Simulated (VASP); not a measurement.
## Mo3S: single point with PBE

Mo3S, a slab with vacuum:

```
Mo S
1.0
     2.73705    0.00000    0.00000
    -0.91235    2.58051    0.00000
     0.00000    0.00000   19.80824
Mo S
3 1
Direct
  0.50000 0.50000 0.20194
  0.00000 0.00000 0.31069
  0.50000 0.50000 0.41943
  0.50000 0.66667 0.53719
```

| Property | Result |
| --- | --- |
| Program | VASP 6.6.1 |
| Task | single point |
| Functional | PBE |
| Potentials or basis | VASP PAW PBE potentials, release 64 (Mo_sv, S) |
| Cutoff | 520 eV |
| k mesh | 10 × 10 × 1 |
| Occupations | gaussian, width 0.1 eV |
| Spin | no spin polarisation |
| Dipole correction | yes |
| Further INCAR settings | ALGO = Normal; EDIFF = 1e-07; NBANDS = 32 |

- Largest force: 0.683 eV/Å
- Band gap on the k mesh: zero (bands 24 and 25 overlap by 1.58 eV)

Forces on the atoms (eV/Å):
```
Mo   0.006  0.040  0.107
Mo  -0.003 -0.169 -0.662
Mo   0.248  0.009  0.556
S   -0.251  0.120 -0.001
```

Levels at points of the mesh, in eV from the Fermi level:
```tsv
k point	band 21	band 22	band 23	band 24	band 25	band 26	band 27	band 28
(0.00, 0.00, 0.00)	-1.25	-0.92	-0.86	0.81	0.99	1.31	1.36	1.53
(0.50, 0.00, 0.00)	-2.34	-0.51	0.32	1.07	1.42	1.68	2.03	2.11
(0.00, 0.50, 0.00)	-1.98	-0.54	0.53	0.81	1.43	1.68	2.02	2.26
(0.50, 0.50, 0.00)	-1.95	-1.77	-0.06	0.40	1.14	1.76	2.82	2.83
```

Wall time 3.9 min on 1 thread of Intel(R) Xeon(R) Platinum 8488C (Sapphire Rapids), on a shared host, peak memory 0.34 GiB.
